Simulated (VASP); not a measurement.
Write the native input for VASP 6.6.1 that does the following.

| Item | Value |
| --- | --- |
| Task | single point |
| Functional | PBE |
| Potentials or basis | VASP PAW PBE potentials, release 64 (Hf_pv, O) |
| Cutoff | 520 eV |
| k mesh | 12 × 12 × 6 |
| Occupations | gaussian, width 0.05 eV |
| Spin | no spin polarisation |
| Dipole correction | no |
| Further INCAR settings | ALGO = Normal; EDIFF = 1e-06; NBANDS = 18 |

The structure of HfO2 lies in POSCAR:

```
HfO2
1.0
    3.2534134531      0.0000000000      0.0000000000
   -1.6267067265      2.8175386994      0.0000000000
    0.0000000000      0.0000000000      5.8214656776
Hf O
1 2
Direct
    0.0000000000      0.0000000000      0.0000000000
    0.3333333333      0.6666666667      0.1665029194
    0.6666666667      0.3333333333      0.8334970806
```

One way to write it, as run:

INCAR

```
SYSTEM = HfO2
ALGO = Normal ; EDIFF = 1E-6
ENCUT = 520 ; GGA = PE
ISIF = 2 ; ISMEAR = 0
LASPH = .TRUE. ; LCHARG = .FALSE.
LREAL = .FALSE. ; LWAVE = .FALSE.
NBANDS = 18 ; NELM = 80
PREC = Accurate ; SIGMA = 0.05
```

KPOINTS

```
k-points
0
G
  12 12 6
  0 0 0
```

Potentials or basis: VASP PAW PBE potentials, release 64 (Hf_pv, O).

The run is started by

```console
$ cat potpaw_PBE.64/Hf_pv/POTCAR potpaw_PBE.64/O/POTCAR > POTCAR
$ mpirun -np 1 vasp_std > vasp.out
```

Results of the run:

* Pressure: -2.1 GPa
* Largest force: 0.198 eV/Å
* Band gap on the k mesh: 4.79 eV (least direct gap 5.02 eV)

Caveat: spin-orbit coupling is left out, which moves the levels of the heavy elements.

Wall time 100 s on 1 thread of AMD EPYC 7R13 (shared host), peak memory 0.21 GiB.
